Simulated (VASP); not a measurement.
# BN (F-43m) in VASP: further runs

Runs on BN. Level: PBEsol. Tasks: single point.

Program: VASP 6.6.1. These are calculated values, not measurements. Logs are shortened: lines on timing, memory, paths and dates and some standing lists are left out, and cuts for length are marked.

## (1) The cell of the first run

The structure is cubic, space group F-43m (No. 216). Conventional cell: a = 3.406 Å, b = 3.406 Å, c = 3.406 Å, α = 90.00°, β = 90.00°, γ = 90.00°. Within 2.0 Å of B (site symmetry -43m) lie 4 N at 1.47 Å. N (site symmetry -43m) has 4 B at 1.47 Å within 2.0 Å.

## (2) Single point, PBEsol

File INCAR:

```
PREC = Accurate
ENCUT = 520
EDIFF = 1E-7
ISMEAR = 0
SIGMA = 0.02
LREAL = F
LASPH = T
NELM = 80
ALGO = Normal
ISIF = 2
LWAVE = F
LCHARG = F
GGA = PS
NBANDS = 11
```

File KPOINTS:

```
Automatic mesh
0
Gamma
  12 12 12
```

File POSCAR:

```
BN
1.0
    1.2040761474      0.6951736878      1.9662479880
   -1.2040761474      0.6951736878      1.9662479880
    0.0000000000     -1.3903473756      1.9662479880
B N
1 1
Direct
    1.0412164567      1.0412164567      1.0412164567
    0.2912165433      0.2912165433      0.2912165433
```

Potentials or basis: VASP PAW PBE potentials, release 64 (B, N).

Started as:

```sh
$ cat potpaw_PBE.64/B/POTCAR potpaw_PBE.64/N/POTCAR > POTCAR
$ mpirun -np 1 vasp_std > vasp.out
```

OUTCAR:

```text
PREC = Accurate
   ENCUT = 520
   EDIFF = 1E-7
   ISMEAR = 0
   LREAL = F
   LASPH = T
   NELM = 80
   ISIF = 2
   GGA = PS

 ion  position               nearest neighbor table
   1  0.041  0.041  0.041-   2 1.47   2 1.47   2 1.47   2 1.47
   2  0.291  0.291  0.291-   1 1.47   1 1.47   1 1.47   1 1.47

  LATTYP: Found a face centered cubic cell.
 ALAT       =     3.4056414888

  Lattice vectors:

 A1 = (   1.2040761474,   0.6951736878,   1.9662479880)
 A2 = (  -1.2040761474,   0.6951736878,   1.9662479880)
 A3 = (   0.0000000000,  -1.3903473756,   1.9662479880)

Analysis of symmetry for initial positions (statically):
=====================================================================
 Subroutine PRICEL returns:
 Original cell was already a primitive cell.

 Routine SETGRP: Setting up the symmetry group for a
 face centered cubic supercell.

 Subroutine GETGRP returns: Found 24 space group operations
 (whereof  6 operations were pure point group operations)
 out of a pool of 48 trial point group operations.

The static configuration has the point symmetry C_3v.
 The point group associated with its full space group is T_d .

Analysis of symmetry for dynamics (positions and initial velocities):
=====================================================================
 Subroutine PRICEL returns:
 Original cell was already a primitive cell.

 Routine SETGRP: Setting up the symmetry group for a
 face centered cubic supercell.

 Subroutine GETGRP returns: Found 24 space group operations
 (whereof  6 operations were pure point group operations)
 out of a pool of 48 trial point group operations.

The dynamic configuration has the point symmetry C_3v.
 The point group associated with its full space group is T_d .

 Subroutine INISYM returns: Found 24 space group operations
 (whereof  6 operations are pure point group operations),
 and found     1 'primitive' translations

----------------------------------------------------------------------------------------

                                     Primitive cell

  volume of cell :       9.8750

  direct lattice vectors                    reciprocal lattice vectors
     1.204076147  0.695173688  1.966247988     0.415256129  0.239748238  0.169527616
    -1.204076147  0.695173688  1.966247988    -0.415256129  0.239748238  0.169527616
     0.000000000 -1.390347376  1.966247988     0.000000000 -0.479496476  0.169527616

  length of vectors
     2.408152191  2.408152191  2.408152191     0.508582818  0.508582818  0.508582818

  position of ions in fractional coordinates (direct lattice)
     0.041216457  0.041216457  0.041216457
     0.291216543  0.291216543  0.291216543

  ion indices of the primitive-cell ions
   primitive index   ion index
                 1           1
                 2           2

----------------------------------------------------------------------------------------

 KPOINTS: Automatic mesh

Automatic generation of k-mesh.
 Grid dimensions read from file:
 generate k-points for:   12   12   12

 Generating k-lattice:

  Cartesian coordinates                     Fractional coordinates (reciprocal lattice)
     0.034604677  0.019979020  0.014127301     0.083333333  0.000000000  0.000000000
    -0.034604677  0.019979020  0.014127301     0.000000000  0.083333333  0.000000000
     0.000000000 -0.039958040  0.014127301     0.000000000  0.000000000  0.083333333

  Length of vectors
     0.042381901  0.042381901  0.042381901

  Shift w.r.t. Gamma in fractional coordinates (k-lattice)
     0.000000000  0.000000000  0.000000000

 Subroutine IBZKPT returns following result:
 ===========================================

 Found     72 irreducible k-points:

 Following reciprocal coordinates:
            Coordinates               Weight
  0.000000  0.000000  0.000000      1.000000
  0.083333 -0.000000 -0.000000      8.000000
  0.166667  0.000000  0.000000      8.000000
  0.250000 -0.000000  0.000000      8.000000
  0.333333 -0.000000 -0.000000      8.000000
  0.416667 -0.000000  0.000000      8.000000
[... 16 lines left out ...]
  0.500000  0.166667 -0.000000     24.000000
 -0.416667  0.166667  0.000000     24.000000
 [... further k-points ...]
   k-points           NKPTS =     72   k-points in BZ     NKDIM =     72   number of bands    NBANDS=     11
   number of dos      NEDOS =    301   number of ions     NIONS =      2
   total plane-waves  NPLWV =   5832
   dimension x,y,z NGX =    18 NGY =   18 NGZ =   18
   dimension x,y,z NGXF=    36 NGYF=   36 NGZF=   36
   ions per type =               1   1
   NGX,Y,Z   is equivalent  to a cutoff of  12.43, 12.43, 12.43 a.u.
   NGXF,Y,Z  is equivalent  to a cutoff of  24.85, 24.85, 24.85 a.u.
 SYSTEM =  unknown system
   PREC   = accura    normal or accurate (medium, high low for compatibility)
   ISTART =      0    job   : 0-new  1-cont  2-samecut
   ICHARG =      2    charge: 1-file 2-atom 10-const
   ISPIN  =      1    spin polarized calculation?
   LNONCOLLINEAR =      F non collinear calculations
   LSORBIT =      F    spin-orbit coupling
   LASPH  =      T    aspherical Exc in radial PAW
   ENCUT  =  520.0 eV  38.22 Ry    6.18 a.u.   4.48  4.48  4.48*2*pi/ulx,y,z
   NELM   =     80;   NELMIN=  2; NELMDL= -5     # of ELM steps
   EDIFF  = 0.1E-06   stopping-criterion for ELM
   LREAL  =      F    real-space projection
   EDIFFG = 0.1E-05   stopping-criterion for IOM
   NSW    =      0    number of steps for IOM
   IBRION =     -1    ionic relax: 0-MD 1-quasi-New 2-CG
   NFREE  =      0    steps in history (QN), initial steepest desc. (CG)
   ISIF   =      2    stress and relaxation
   ISYM   =      2    0-nonsym 1-usesym 2-fastsym
   POTIM  = 0.5000    time-step for ionic-motion
   TEBEG  =    0.0;   TEEND  =   0.0 temperature during run
   PSTRESS=    0.0 pullay stress
   NELECT =       8.0000    total number of electrons
   NUPDOWN=      -1.0000    fix difference up-down
   EMIN   =  10.00;   EMAX   =-10.00  energy-range for DOS
   EFERMI =   0.00;   METHOD = LEGACY
   ISMEAR =     0;   SIGMA  =   0.02  broadening in eV -4-tet -1-fermi 0-gaus
   EFERMI_NEDOS =   21; number of points for ismear=-14 and -15
   IALGO  =     38    algorithm
   IMIX   =      4    mixing-type and parameters
     AMIX     =   0.40;   BMIX     =  1.00
     AMIX_MAG =   1.60;   BMIX_MAG =  1.00
  volume/ion in A,a.u.               =       4.94        33.32
  Fermi-wavevector in a.u.,A,eV,Ry     =   1.526134  2.883974 31.689108  2.329084
  Thomas-Fermi vector in A             =   2.634209
   LORBIT       =      0    0 simple, 1 ext, 2 COOP (PROOUT), +10 PAW based schemes
   GGA     = PS    functional components
   LHFCALC =     F    Hartree Fock is set to
   AEXX    =    0.0000 exact exchange contribution
   IVDW    =     0    specifies the selected vdW correction
   LEPSILON=     F    determine dielectric tensor
   LRPA    =     F    only Hartree local field effects (RPA)
 non-spin polarized calculation
 Gauss-broadening in eV      SIGMA  =   0.02
  energy-cutoff  :      520.00
  volume of cell :        9.87
 maximum number of plane-waves:       283
 NGX is ok and might be reduce to    18
   NGX =  9   NGY =  9   NGZ =  9

 number of electron       8.0000001 magnetization

 Free energy of the ion-electron system (eV)
  ---------------------------------------------------
  ext. energy  EPLUGINS =         0.00000000
  ---------------------------------------------------
  free energy    TOTEN  =       -17.87848613 eV

  energy without entropy =      -17.87848613  energy(sigma->0) =      -17.87848613

 E-fermi :   9.9488     XC(G=0): -13.9118

 val. band max:        9.7347044292   @ k =   0.0000   0.0000   0.0000
 cond. band min:      14.1806849739   @ k =   0.5000   0.5000  -0.0000
 fundamental gap:      4.4459805447
 Fermi energy:         9.9487703563

 k-point     1 :       0.0000    0.0000    0.0000
  band No.  band energies     occupation
      1     -12.7072      2.00000
      2       9.7347      2.00000
      3       9.7347      2.00000
      4       9.7347      2.00000
      5      19.3387      0.00000
      6      19.3387      0.00000
      7      19.3387      0.00000
      8      23.0488      0.00000
      9      37.7399      0.00000
     10      39.7228      0.00000
     11      39.7228      0.00000

 k-point     2 :       0.0833   -0.0000   -0.0000
  band No.  band energies     occupation
      1     -12.5124      2.00000
      2       8.6904      2.00000
      3       9.5125      2.00000
      4       9.5125      2.00000
      5      19.6752      0.00000
      6      19.6752      0.00000
      7      19.7659      0.00000
      8      23.5231      0.00000
      9      36.8952      0.00000
     10      37.0735      0.00000
     11      37.0735      0.00000

 k-point     3 :       0.1667    0.0000    0.0000
  band No.  band energies     occupation
      1     -11.9334      2.00000
      2       6.2873      2.00000
      3       8.9784      2.00000
      4       8.9784      2.00000
      5      20.4384      0.00000
      6      20.4384      0.00000
      7      20.5178      0.00000
      8      24.6457      0.00000
      9      35.3006      0.00000
     10      35.3006      0.00000
     11      35.7699      0.00000

 k-point     4 :       0.2500   -0.0000    0.0000
  band No.  band energies     occupation
      1     -10.9890      2.00000
      2       3.4543      2.00000
      3       8.3719      2.00000
      4       8.3719      2.00000
      5      21.1151      0.00000
      6      21.1151      0.00000
      7      21.2077      0.00000
      8      25.6931      0.00000
      9      34.9263      0.00000
     10      34.9263      0.00000
     11      35.2399      0.00000

 k-point     5 :       0.3333   -0.0000   -0.0000
  band No.  band energies     occupation
      1      -9.7315      2.00000
      2       0.6761      2.00000
      3       7.8612      2.00000
      4       7.8612      2.00000
      5      21.3848      0.00000
      6      21.3849      0.00000
      7      21.7765      0.00000
      8      26.2840      0.00000
      9      35.3116      0.00000
     10      36.0283      0.00000
     11      36.0283      0.00000
[... 211 lines left out ...]
 k-point    21 :       0.3333    0.1667    0.0000
  band No.  band energies     occupation
      1      -9.9466      2.00000
      2       2.7953      2.00000
      3       6.3674      2.00000
      4       6.8930      2.00000
      5      18.6098      0.00000
      6      23.6281      0.00000
      7      24.1054      0.00000
      8      24.4956      0.00000
      9      31.3067      0.00000
     10      39.5925      0.00000
     11      40.2502      0.00000

 k-point    22 :       0.4167    0.1667    0.0000
  band No.  band energies     occupation
      1      -8.6476      2.00000
      2       0.3108      2.00000
      3       6.1277      2.00000
      4       6.1593      2.00000
      5      18.9605      0.00000
      6      24.0018      0.00000
      7      24.1080      0.00000
      8      25.5789      0.00000
      9      32.3118      0.00000
     10      39.4445      0.00000
     11      40.8556      0.00000

 k-point    23 :       0.5000    0.1667   -0.0000
  band No.  band energies     occupation
      1      -7.3796      2.00000
      2      -1.6382      2.00000
      3       5.4297      2.00000
      4       6.2575      2.00000
      5      19.2583      0.00000
      6      23.7448      0.00000
      7      24.2809      0.00000
      8      26.9958      0.00000
      9      32.6854      0.00000
     10      39.8302      0.00000
     11      40.0594      0.00000

 k-point    24 :      -0.4167    0.1667    0.0000
  band No.  band energies     occupation
      1      -7.1128      2.00000
      2      -2.0044      2.00000
      3       4.9419      2.00000
      4       6.6438      2.00000
      5      19.7351      0.00000
      6      23.2632      0.00000
      7      24.2390      0.00000
      8      27.7708      0.00000
      9      33.0081      0.00000
     10      37.2738      0.00000
     11      40.1757      0.00000

 [... further k-points ...]
[... 5 lines left out ...]
  --------------------------------------------------------------------------------------
  -------------------------------------------------------------------------------------
  Total        5.6300709      5.6300709      5.6300702     -0.0000000      0.0000000      0.0000000
  in kB      913.4559855    913.4559854    913.4558674     -0.0000000      0.0000000      0.0000000
  external PRESSURE =     913.4559461 kB  Pullay stress =       0.0000000 kB

 VOLUME and BASIS-vectors are now :
 -----------------------------------------------------------------------------
  energy-cutoff  :      520.00
  volume of cell :        9.87
      direct lattice vectors                 reciprocal lattice vectors
     1.204076147  0.695173688  1.966247988     0.415256129  0.239748238  0.169527616
    -1.204076147  0.695173688  1.966247988    -0.415256129  0.239748238  0.169527616
     0.000000000 -1.390347376  1.966247988     0.000000000 -0.479496476  0.169527616

 POSITION                                       TOTAL-FORCE (eV/Angst)
 -----------------------------------------------------------------------------------
      0.00000      0.00000      0.24313        -0.000000      0.000000      0.000000
      0.00000      0.00000      1.71781         0.000000     -0.000000     -0.000000
 -----------------------------------------------------------------------------------
    total drift:                                0.000000      0.000000     -0.000325

  FREE ENERGIE OF THE ION-ELECTRON SYSTEM (eV)
  ---------------------------------------------------
  free  energy   TOTEN  =       -17.8784861275 eV

  energy  without entropy=      -17.8784861275  energy(sigma->0) =      -17.87848613
```

Run time: 14 s. Hardware: 1 thread of Intel Xeon 8259CL, shared host; peak memory 0.12 GiB.

Results:

```yaml
Free_energy: -17.8785 eV
Pressure: 91.3 GPa
Band_gap_on_the_k_mesh: 4.45 eV, indirect (least direct gap 9.60 eV)
```

Caveat: the PAW data sets were made with another functional, which shifts forces and pressure a little. A k mesh can miss the band edges.

## (3) Single point, PBEsol

File INCAR:

```
SYSTEM = BN
PREC     = Accurate       ! precision mode
ENCUT    = 520            ! plane-wave cutoff, eV
EDIFF    = 1E-6           ! SCF threshold, eV
ISMEAR   = 0              ! smearing method
SIGMA    = 0.02           ! smearing width, eV
LREAL    = .FALSE.        ! projectors in reciprocal space
LASPH    = .TRUE.         ! aspherical terms in the spheres
NELM     = 60             ! most SCF steps
ALGO     = Normal         ! electronic algorithm
ISIF     = 2              ! what is computed and relaxed
LWAVE    = .FALSE.        ! write WAVECAR
LCHARG   = .FALSE.        ! write CHGCAR
GGA      = PS             ! functional
NBANDS   = 11             ! bands
```

File KPOINTS:

```
Automatic mesh
0
G
  12 12 12
  0 0 0
```

POSCAR is that of step 2.

Potentials or basis: VASP PAW PBE potentials, release 64 (B, N).

Started as:

```sh
$ cat potpaw_PBE.64/B/POTCAR potpaw_PBE.64/N/POTCAR > POTCAR
$ mpirun -np 1 vasp_std > vasp.out
```

It took 14 s on 1 thread of Intel Xeon 8259CL, shared host; peak memory 0.12 GiB.

The run converged. Its results:

| Item | Value |
| --- | --- |
| Free energy | -17.8785 eV |
| Pressure | 91.3 GPa |
| Band gap on the k mesh | 4.45 eV, indirect (least direct gap 9.60 eV) |

Levels at points of the mesh, in eV from the valence-band top:
```tsv
k point	band 2	band 3	band 4	band 5	band 6	band 7
(0.00, 0.00, 0.00)	0.00	0.00	0.00	9.60	9.60	9.60
(0.50, 0.00, 0.00)	-12.55	-2.32	-2.32	11.59	11.59	12.54
(0.50, 0.50, 0.00)	-10.24	-5.90	-5.90	4.45	10.07	20.78
```

Caveat: the PAW data sets were made with another functional, which shifts forces and pressure a little. A hybrid or GW would open this gap; PBEsol tends to underestimate it.

## (4) Single point, PBEsol

This run uses another cell than the first one, of 5.27 Å³/atom, 1.067 times its volume.

File INCAR:

```
PREC = Accurate
ENCUT = 520
EDIFF = 1E-7
ISMEAR = 0
SIGMA = 0.02
LREAL = F
LASPH = T
NELM = 60
ALGO = Normal
ISIF = 2
LWAVE = F
LCHARG = F
GGA = PS
NBANDS = 11
```

File KPOINTS:

```
regular mesh
0
Gamma
  12 12 12
```

File POSCAR:

```
BN
1.0
    1.2302106582      0.7102624547      2.0089565636
   -1.2302106582      0.7102624547      2.0089565636
    0.0000000000     -1.4205249093      2.0089565636
B N
1 1
Direct
    1.0412169435      1.0412169435      1.0412169435
    0.2912160565      0.2912160565      0.2912160565
```

Started as:

```sh
$ cat potpaw_PBE.64/B/POTCAR potpaw_PBE.64/N/POTCAR > POTCAR
$ mpirun -np 1 vasp_std > vasp.out
```

Wall time 30 s (1 thread of Intel Xeon 8259CL, shared host); peak memory 0.13 GiB.

Results (log left out):

```yaml
Free_energy: -18.1680 eV
Pressure: 51.1 GPa
Band_gap_on_the_k_mesh: 4.39 eV, indirect (least direct gap 9.30 eV)
```

Levels at points of the mesh, in eV from the valence-band top:
| k point | band 1 | band 2 | band 3 | band 4 | band 5 | band 6 | band 7 | band 8 |
| --- | --- | --- | --- | --- | --- | --- | --- | --- |
| (0.00, 0.00, 0.00) | -21.62 | 0.00 | 0.00 | 0.00 | 9.30 | 9.30 | 9.30 | 12.18 |
| (0.50, 0.00, 0.00) | -16.78 | -11.88 | -2.18 | -2.18 | 11.24 | 11.24 | 11.63 | 16.23 |
| (0.50, 0.50, 0.50) | -16.78 | -11.88 | -2.18 | -2.18 | 11.24 | 11.24 | 11.63 | 16.23 |
| (0.50, 0.50, 0.00) | -15.25 | -9.76 | -5.54 | -5.54 | 4.39 | 9.72 | 19.70 | 19.70 |

Caveat: the PAW data sets were made with another functional, which shifts forces and pressure a little.
